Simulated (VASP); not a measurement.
# C (C2/m) in VASP: further runs

Runs on C. Level: PBEsol. Tasks: single point.

All numbers are computed with VASP 6.6.1; they aren't measurements. Logs are shortened: lines on timing, memory, paths and dates and some standing lists are left out, and cuts for length are marked.

## (1) The cell of the first run

It takes space group C2/m (No. 12, monoclinic). The conventional cell has a = 4.255 Å, b = 2.457 Å, c = 3.765 Å, α = 90.00°, β = 111.49°, γ = 90.00°. C (site symmetry m) has 3 C at 1.42 Å within 1.9 Å.

## (2) Single point, PBEsol

Input file INCAR:

```
ALGO     = Normal         # electronic algorithm
EDIFF    = 1E-6           # SCF threshold, eV
ENCUT    = 520            # plane-wave cutoff, eV
GGA      = PS             # functional
ISIF     = 2              # what is computed and relaxed
ISMEAR   = 1              # smearing method
LASPH    = T              # aspherical terms in the spheres
LCHARG   = F              # write CHGCAR
LREAL    = F              # projectors in reciprocal space
LWAVE    = F              # write WAVECAR
NBANDS   = 11             # bands
NELM     = 60             # most SCF steps
PREC     = Accurate       # precision mode
SIGMA    = 0.0673         # smearing width, eV
```

Input file KPOINTS:

```
k-points
0
Gamma
  6 6 4
```

Input file POSCAR:

```
C
1.0
    2.4564550000      0.0000000000      0.0000000000
    1.2281172243      2.1274160971      0.0000000000
   -1.1942913315     -0.6895656941      3.5028296911
C
2
Direct
    0.8333560000      0.8333560000      0.0000930000
    0.1666440000      0.1666440000      0.9999070000
```

Potentials or basis: VASP PAW PBE potentials, release 64 (C).

Started as:

```bash
$ cat potpaw_PBE.64/C/POTCAR > POTCAR
$ mpirun -np 1 vasp_std > vasp.out
```

OUTCAR:

```text
EDIFF = 1E-6
   ENCUT = 520
   GGA = PS
   ISIF = 2
   ISMEAR = 1
   LASPH = T
   LREAL = F
   NELM = 60
   PREC = Accurate

 ion  position               nearest neighbor table
   1  0.833  0.833  0.000-   2 1.42   2 1.42   2 1.42
   2  0.167  0.167  1.000-   1 1.42   1 1.42   1 1.42

  LATTYP: Found a base centered monoclinic cell.
 ALAT       =     4.2546411983
 B/A-ratio  =     0.5773848272
 C/A-ratio  =     0.8848043406
 COS(beta)  =    -0.3663329318

  Lattice vectors:

 A1 = (   2.4564550000,   0.0000000000,   0.0000000000)
 A2 = (   1.2281172243,   2.1274160971,   0.0000000000)
 A3 = (  -1.1942913315,  -0.6895656941,   3.5028296911)

Analysis of symmetry for initial positions (statically):
=====================================================================
 Subroutine PRICEL returns:
 Original cell was already a primitive cell.

 Routine SETGRP: Setting up the symmetry group for a
 base centered monoclinic supercell.

 Subroutine GETGRP returns: Found  4 space group operations
 (whereof  4 operations were pure point group operations)
 out of a pool of  4 trial point group operations.

The static configuration has the point symmetry C_2h.

Analysis of symmetry for dynamics (positions and initial velocities):
=====================================================================
 Subroutine PRICEL returns:
 Original cell was already a primitive cell.

 Routine SETGRP: Setting up the symmetry group for a
 base centered monoclinic supercell.

 Subroutine GETGRP returns: Found  4 space group operations
 (whereof  4 operations were pure point group operations)
 out of a pool of  4 trial point group operations.

The dynamic configuration has the point symmetry C_2h.

 Subroutine INISYM returns: Found  4 space group operations
 (whereof  4 operations are pure point group operations),
 and found     1 'primitive' translations

----------------------------------------------------------------------------------------

                                     Primitive cell

  volume of cell :      18.3054

  direct lattice vectors                    reciprocal lattice vectors
     2.456455000  0.000000000  0.000000000     0.407090706 -0.235005793  0.092534607
     1.228117224  2.127416097  0.000000000     0.000000000  0.470053790  0.092534607
    -1.194291332 -0.689565694  3.502829691     0.000000000  0.000000000  0.285483477

  length of vectors
     2.456455000  2.456455000  3.764525000     0.479075379  0.479075379  0.285483477

  position of ions in fractional coordinates (direct lattice)
     0.833356000  0.833356000  0.000093000
     0.166644000  0.166644000  0.999907000

  ion indices of the primitive-cell ions
   primitive index   ion index
                 1           1
                 2           2

----------------------------------------------------------------------------------------

 KPOINTS: k-points

Automatic generation of k-mesh.
 Grid dimensions read from file:
 generate k-points for:    6    6    4

 Generating k-lattice:

  Cartesian coordinates                     Fractional coordinates (reciprocal lattice)
     0.067848451 -0.039167632  0.015422434     0.166666667  0.000000000  0.000000000
     0.000000000  0.078342298  0.015422434     0.000000000  0.166666667 -0.000000000
     0.000000000  0.000000000  0.071370869     0.000000000  0.000000000  0.250000000

  Length of vectors
     0.079845897  0.079845897  0.071370869

  Shift w.r.t. Gamma in fractional coordinates (k-lattice)
     0.000000000  0.000000000  0.000000000

 Subroutine IBZKPT returns following result:
 ===========================================

 Found     47 irreducible k-points:

 Following reciprocal coordinates:
            Coordinates               Weight
  0.000000  0.000000  0.000000      1.000000
  0.166667  0.000000 -0.000000      4.000000
  0.333333  0.000000 -0.000000      4.000000
  0.500000  0.000000  0.000000      2.000000
  0.166667  0.166667  0.000000      2.000000
  0.333333  0.166667  0.000000      4.000000
[... 16 lines left out ...]
 -0.333333  0.166667  0.250000      4.000000
 -0.166667  0.166667  0.250000      4.000000
 [... further k-points ...]
   k-points           NKPTS =     47   k-points in BZ     NKDIM =     47   number of bands    NBANDS=     11
   number of dos      NEDOS =    301   number of ions     NIONS =      2
   total plane-waves  NPLWV =   9072
   dimension x,y,z NGX =    18 NGY =   18 NGZ =   28
   dimension x,y,z NGXF=    36 NGYF=   36 NGZF=   56
   ions per type =               2
   NGX,Y,Z   is equivalent  to a cutoff of  12.18, 12.18, 12.37 a.u.
   NGXF,Y,Z  is equivalent  to a cutoff of  24.36, 24.36, 24.73 a.u.
 SYSTEM =  unknown system
   PREC   = accura    normal or accurate (medium, high low for compatibility)
   ISTART =      0    job   : 0-new  1-cont  2-samecut
   ICHARG =      2    charge: 1-file 2-atom 10-const
   ISPIN  =      1    spin polarized calculation?
   LNONCOLLINEAR =      F non collinear calculations
   LSORBIT =      F    spin-orbit coupling
   LASPH  =      T    aspherical Exc in radial PAW
   ENCUT  =  520.0 eV  38.22 Ry    6.18 a.u.   4.57  4.57  7.00*2*pi/ulx,y,z
   NELM   =     60;   NELMIN=  2; NELMDL= -5     # of ELM steps
   EDIFF  = 0.1E-05   stopping-criterion for ELM
   LREAL  =      F    real-space projection
   EDIFFG = 0.1E-04   stopping-criterion for IOM
   NSW    =      0    number of steps for IOM
   IBRION =     -1    ionic relax: 0-MD 1-quasi-New 2-CG
   NFREE  =      0    steps in history (QN), initial steepest desc. (CG)
   ISIF   =      2    stress and relaxation
   ISYM   =      2    0-nonsym 1-usesym 2-fastsym
   POTIM  = 0.5000    time-step for ionic-motion
   TEBEG  =    0.0;   TEEND  =   0.0 temperature during run
   PSTRESS=    0.0 pullay stress
   NELECT =       8.0000    total number of electrons
   NUPDOWN=      -1.0000    fix difference up-down
   EMIN   =  10.00;   EMAX   =-10.00  energy-range for DOS
   EFERMI =   0.00;   METHOD = LEGACY
   ISMEAR =     1;   SIGMA  =   0.07  broadening in eV -4-tet -1-fermi 0-gaus
   EFERMI_NEDOS =   21; number of points for ismear=-14 and -15
   IALGO  =     38    algorithm
   IMIX   =      4    mixing-type and parameters
     AMIX     =   0.40;   BMIX     =  1.00
     AMIX_MAG =   1.60;   BMIX_MAG =  1.00
  volume/ion in A,a.u.               =       9.15        61.77
  Fermi-wavevector in a.u.,A,eV,Ry     =   1.242352  2.347705 20.999762  1.543439
  Thomas-Fermi vector in A             =   2.376710
   LORBIT       =      0    0 simple, 1 ext, 2 COOP (PROOUT), +10 PAW based schemes
   GGA     = PS    functional components
   LHFCALC =     F    Hartree Fock is set to
   AEXX    =    0.0000 exact exchange contribution
   IVDW    =     0    specifies the selected vdW correction
   LEPSILON=     F    determine dielectric tensor
   LRPA    =     F    only Hartree local field effects (RPA)
 non-spin polarized calculation
 Methfessel and Paxton  Order N= 1 SIGMA  =   0.07
  energy-cutoff  :      520.00
  volume of cell :       18.31
 maximum number of plane-waves:       506
   NGX =  9   NGY =  9   NGZ = 13

 number of electron       8.0000000 magnetization

 Free energy of the ion-electron system (eV)
  ---------------------------------------------------
  ext. energy  EPLUGINS =         0.00000000
  ---------------------------------------------------
  free energy    TOTEN  =       -19.25653686 eV

  energy without entropy =      -19.25680545  energy(sigma->0) =      -19.25662639

 E-fermi :   4.0925     XC(G=0): -10.2696

 val. band max:        4.0552845338   @ k =  -0.3333   0.3333   0.0000
 cond. band min:       4.5309958541   @ k =  -0.3333   0.3333   0.5000
 fundamental gap:      0.4757113202
 Fermi energy:         4.0924966978

 k-point     1 :       0.0000    0.0000    0.0000
  band No.  band energies     occupation
      1     -15.3785      2.00000
      2      -2.5786      2.00000
      3       1.3098      2.00000
      4       1.3139      2.00000
      5       7.9836      0.00000
      6      12.6834      0.00000
      7      12.6853      0.00000
      8      15.8208      0.00000
      9      17.2472      0.00000
     10      26.7985      0.00000
     11      28.3087      0.00000

 k-point     2 :       0.1667    0.0000   -0.0000
  band No.  band energies     occupation
      1     -14.7088      2.00000
      2      -1.8707      2.00000
      3      -0.9904      2.00000
      4       0.1654      2.00000
      5       8.9280      0.00000
      6      12.7464      0.00000
      7      13.7009      0.00000
      8      15.2561      0.00000
      9      18.4528      0.00000
     10      25.5303      0.00000
     11      28.3751      0.00000

 k-point     3 :       0.3333    0.0000   -0.0000
  band No.  band energies     occupation
      1     -12.7356      2.00000
      2      -5.3371      2.00000
      3      -1.4660      2.00000
      4       0.1549      2.00000
      5       9.3051      0.00000
      6      11.6657      0.00000
      7      12.3021      0.00000
      8      19.8393      0.00000
      9      20.7062      0.00000
     10      22.6234      0.00000
     11      25.5407      0.00000

 k-point     4 :       0.5000    0.0000    0.0000
  band No.  band energies     occupation
      1      -9.9824      2.00000
      2      -9.0379      2.00000
      3      -2.1073      2.00000
      4       2.2089      2.00000
      5       6.2442      0.00000
      6      11.9095      0.00000
      7      15.7618      0.00000
      8      16.2187      0.00000
      9      22.2317      0.00000
     10      24.4235      0.00000
     11      24.5843      0.00000
[... 239 lines left out ...]
 k-point    22 :       0.5000    0.1667    0.2500
  band No.  band energies     occupation
      1     -10.7207      2.00000
      2      -7.1437      2.00000
      3      -3.7922      2.00000
      4       1.0868      2.00000
      5       7.0756      0.00000
      6      14.3056      0.00000
      7      16.0462      0.00000
      8      17.9331      0.00000
      9      21.9776      0.00000
     10      22.7117      0.00000
     11      24.7086      0.00000

 k-point    23 :      -0.3333    0.1667    0.2500
  band No.  band energies     occupation
      1     -10.8228      2.00000
      2      -7.0570      2.00000
      3      -3.7988      2.00000
      4       1.7305      2.00000
      5       6.5425      0.00000
      6      14.1392      0.00000
      7      14.7015      0.00000
      8      18.1266      0.00000
      9      20.0526      0.00000
     10      24.8601      0.00000
     11      26.2710      0.00000

 k-point    24 :      -0.1667    0.1667    0.2500
  band No.  band energies     occupation
      1     -13.3092      2.00000
      2      -3.4308      2.00000
      3      -2.1347      2.00000
      4      -1.1360      2.00000
      5      10.7393      0.00000
      6      12.5236      0.00000
      7      14.3816      0.00000
      8      16.0397      0.00000
      9      21.3629      0.00000
     10      21.8142      0.00000
     11      27.1485      0.00000

 [... further k-points ...]
[... 5 lines left out ...]
  --------------------------------------------------------------------------------------
  -------------------------------------------------------------------------------------
  Total        0.3122612      0.3254096     -0.0936410     -0.0113881     -0.0000670     -0.0001160
  in kB       27.3305504     28.4813530     -8.1958973     -0.9967436     -0.0058610     -0.0101507
  external PRESSURE =      15.8720020 kB  Pullay stress =       0.0000000 kB

 VOLUME and BASIS-vectors are now :
 -----------------------------------------------------------------------------
  energy-cutoff  :      520.00
  volume of cell :       18.31
      direct lattice vectors                 reciprocal lattice vectors
     2.456455000  0.000000000  0.000000000     0.407090706 -0.235005793  0.092534607
     1.228117224  2.127416097  0.000000000     0.000000000  0.470053790  0.092534607
    -1.194291332 -0.689565694  3.502829691     0.000000000  0.000000000  0.285483477

 POSITION                                       TOTAL-FORCE (eV/Angst)
 -----------------------------------------------------------------------------------
      3.07045      1.77283      0.00033         0.017358      0.010022      0.051790
     -0.58017     -0.33498      3.50250        -0.017358     -0.010022     -0.051790
 -----------------------------------------------------------------------------------
    total drift:                                0.000000      0.000000     -0.000000

  FREE ENERGIE OF THE ION-ELECTRON SYSTEM (eV)
  ---------------------------------------------------
  free  energy   TOTEN  =       -19.2565368607 eV

  energy  without entropy=      -19.2568054451  energy(sigma->0) =      -19.25662639
```

It took 6.9 s on 1 thread of Intel Xeon Platinum 8488C (Sapphire Rapids), shared host; peak memory 0.12 GiB.

What came out:

| Property | Result |
| --- | --- |
| Free energy | -19.2565 eV |
| Pressure | 1.6 GPa |
| Largest force | 0.056 eV/Å |
| Band gap on the k mesh | 0.48 eV, indirect (least direct gap 0.50 eV) |

Forces on the atoms (eV/Å):
```
C    0.017  0.010  0.052
C   -0.017 -0.010 -0.052
```

Caveat: the k points lie up to 0.50 Å⁻¹ apart; the PAW data sets were made with another functional, which shifts forces and pressure a little; this functional lacks dispersion, which binds the layers, so the pressure and a relaxed spacing across them are unreliable.

## (3) Single point, PBEsol

Input file INCAR:

```
PREC = Accurate ; ENCUT = 520
EDIFF = 1E-6 ; ISMEAR = 1
SIGMA = 0.1 ; LREAL = False
LASPH = True ; NELM = 100
ALGO = Normal ; ISIF = 2
LWAVE = False ; LCHARG = False
GGA = PS ; NBANDS = 11
```

Input file KPOINTS:

```
Automatic mesh
0
Gamma
  7 7 4
```

POSCAR is that of step 2.

Potentials or basis: VASP PAW PBE potentials, release 64 (C).

Started as:

```bash
$ cat potpaw_PBE.64/C/POTCAR > POTCAR
$ mpirun -np 1 vasp_std > vasp.out
```

OUTCAR:

```text
PREC = Accurate
   ENCUT = 520
   EDIFF = 1E-6
   ISMEAR = 1
   LREAL = False
   LASPH = True
   NELM = 100
   ISIF = 2
   GGA = PS

 ion  position               nearest neighbor table
   1  0.833  0.833  0.000-   2 1.42   2 1.42   2 1.42
   2  0.167  0.167  1.000-   1 1.42   1 1.42   1 1.42

  LATTYP: Found a base centered monoclinic cell.
 ALAT       =     4.2546411983
 B/A-ratio  =     0.5773848272
 C/A-ratio  =     0.8848043406
 COS(beta)  =    -0.3663329318

  Lattice vectors:

[... 513 lines left out ...]
      4       0.4045      2.00000
      5      12.3252      0.00000
      6      12.7791      0.00000
      7      14.3446      0.00000
      8      14.6208      0.00000
      9      18.0567      0.00000
     10      23.0395      0.00000
     11      27.7450      0.00000

 [... further k-points ...]
[... 5 lines left out ...]
  --------------------------------------------------------------------------------------
  -------------------------------------------------------------------------------------
  Total        0.2245569      0.2163779      0.0607104      0.0070841     -0.0017052     -0.0029533
  in kB       19.6542631     18.9383958      5.3136575      0.6200335     -0.1492466     -0.2584872
  external PRESSURE =      14.6354388 kB  Pullay stress =       0.0000000 kB

 VOLUME and BASIS-vectors are now :
 -----------------------------------------------------------------------------
  energy-cutoff  :      520.00
  volume of cell :       18.31
      direct lattice vectors                 reciprocal lattice vectors
     2.456455000  0.000000000  0.000000000     0.407090706 -0.235005793  0.092534607
     1.228117224  2.127416097  0.000000000     0.000000000  0.470053790  0.092534607
    -1.194291332 -0.689565694  3.502829691     0.000000000  0.000000000  0.285483477

 POSITION                                       TOTAL-FORCE (eV/Angst)
 -----------------------------------------------------------------------------------
      3.07045      1.77283      0.00033        -0.001223     -0.000706     -0.007189
     -0.58017     -0.33498      3.50250         0.001223      0.000706      0.007189
 -----------------------------------------------------------------------------------
    total drift:                                0.000000      0.000000     -0.000000

  FREE ENERGIE OF THE ION-ELECTRON SYSTEM (eV)
  ---------------------------------------------------
  free  energy   TOTEN  =       -19.3002816141 eV

  energy  without entropy=      -19.3004622377  energy(sigma->0) =      -19.30034182
```

OSZICAR:

```text
N       E                     dE             d eps       ncg     rms          rms(c)
DAV:   1     0.310707225017E+00    0.31071E+00   -0.39999E+03  1336   0.643E+02
DAV:   2    -0.200443480232E+02   -0.20355E+02   -0.19584E+02  1735   0.119E+02
DAV:   3    -0.205177659997E+02   -0.47342E+00   -0.47243E+00  1674   0.147E+01
DAV:   4    -0.205195190840E+02   -0.17531E-02   -0.17530E-02  1523   0.112E+00
DAV:   5    -0.205195263554E+02   -0.72714E-05   -0.72713E-05  1666   0.653E-02    0.644E+00
DAV:   6    -0.195938683348E+02    0.92566E+00   -0.78145E-01  1524   0.509E+00    0.372E+00
DAV:   7    -0.192979428036E+02    0.29593E+00   -0.87455E-01  1572   0.545E+00    0.982E-01
DAV:   8    -0.193005661783E+02   -0.26234E-02   -0.21654E-02  1446   0.939E-01    0.140E-01
DAV:   9    -0.193002204783E+02    0.34570E-03   -0.70767E-04  1594   0.163E-01    0.643E-02
DAV:  10    -0.193002809431E+02   -0.60465E-04   -0.16910E-04  1515   0.855E-02    0.292E-02
DAV:  11    -0.193002816141E+02   -0.67096E-06   -0.68108E-06  1575   0.152E-02
   1 F= -.19300282E+02 E0= -.19300342E+02  d E =0.180624E-03
```

stdout:

```text
POSCAR found type information on POSCAR C
 POSCAR found :  1 types and       2 ions
 scaLAPACK will be used
 -----------------------------------------------------------------------------
|                                                                             |
|                                                                             |
|     You enforced a specific xc type in the INCAR file but a different       |
|     I HOPE YOU KNOW WHAT YOU ARE DOING!                                     |
|                                                                             |
 -----------------------------------------------------------------------------

 LDA part: xc-table for (Slater+PW92), standard interpolation
 POSCAR, INCAR and KPOINTS ok, starting setup
 FFT: planning ... GRIDC
 FFT: planning ... GRID_SOFT
 FFT: planning ... GRID
 WAVECAR not read
 entering main loop
```

Wall time 8.1 s (1 thread of Intel Xeon Platinum 8488C (Sapphire Rapids), shared host); peak memory 0.12 GiB.

What came out:

```
Free energy            : -19.3003 eV
Pressure               : 1.5 GPa
Largest force          : 0.007 eV/Å
Band gap on the k mesh : 2.29 eV, indirect (least direct gap 2.31 eV)
```

Forces in eV/Å, atoms in the order of the input:
```
C   -0.001 -0.001 -0.007
C    0.001  0.001  0.007
```

Stress tensor (GPa, compression positive):
```
 1.97  0.06 -0.03
 0.06  1.89 -0.01
-0.03 -0.01  0.53
```

Levels at points of the mesh, in eV from the valence-band top:
```
           k point  band 1  band 2  band 3  band 4  band 5  band 6  band 7  band 8  band 9
(0.00, 0.00, 0.00)  -18.63   -5.84   -1.94   -1.94    4.73    9.43    9.43   12.56   13.99
(0.00, 0.00, 0.50)  -18.42   -7.44   -1.95   -1.95    9.39    9.40   10.37   12.71   13.84
```

Caveat: the k points lie up to 0.45 Å⁻¹ apart; the PAW data sets were made with another functional, which shifts forces and pressure a little; this functional lacks dispersion, which binds the layers, so the pressure and a relaxed spacing across them are unreliable.

(Continued in part 2 of 2.)
